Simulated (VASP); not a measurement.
Input of a VASP 6.6.1 run:

The input INCAR:

```
SYSTEM = Be2ZnTe5
  PREC = Accurate
  ENCUT = 520
  EDIFF = 1E-6
  ISMEAR = 0
  SIGMA = 0.1
  LREAL = .FALSE.
  LASPH = .TRUE.
  NELM = 80
  ALGO = Normal
  ISIF = 2
  LWAVE = .FALSE.
  LCHARG = .FALSE.
  GGA = PE
  NBANDS = 33
```

Contents of KPOINTS:

```
regular mesh
0
G
  6 6 6
  0 0 0
```

Contents of POSCAR:

```
Be2ZnTe5
1.0
    5.8702468696      0.0000000000      0.0000000000
    0.0000000000      5.8702468696      0.0000000000
    0.0000000000      0.0000000000      6.7798048081
Be Zn Te
2 1 5
Direct
    0.5000000000      0.0000000000      0.5000000000
    0.0000000000      0.5000000000      0.5000000000
    0.0000000000      0.0000000000      0.0000000000
    0.2325540602      0.2325540602      0.3041754512
    0.2325540602      0.7674459398      0.6958245488
    0.7674459398      0.2325540602      0.6958245488
    0.7674459398      0.7674459398      0.3041754512
    0.5000000000      0.5000000000      0.0000000000
```

Potentials or basis: VASP PAW PBE potentials, release 64 (Be, Zn, Te).

Run with:

```console
$ cat potpaw_PBE.64/Be/POTCAR potpaw_PBE.64/Zn/POTCAR potpaw_PBE.64/Te/POTCAR > POTCAR
$ mpirun -np 1 vasp_std > vasp.out
```

(1) Estimate the band gap on the k mesh.

(2) Predict the largest force.

## Answers

(1) zero (bands 23 and 24 overlap by 0.91 eV).

(2) 0.008 eV/Å.

Caveat: spin-orbit coupling is left out, which moves the levels of the heavy elements.
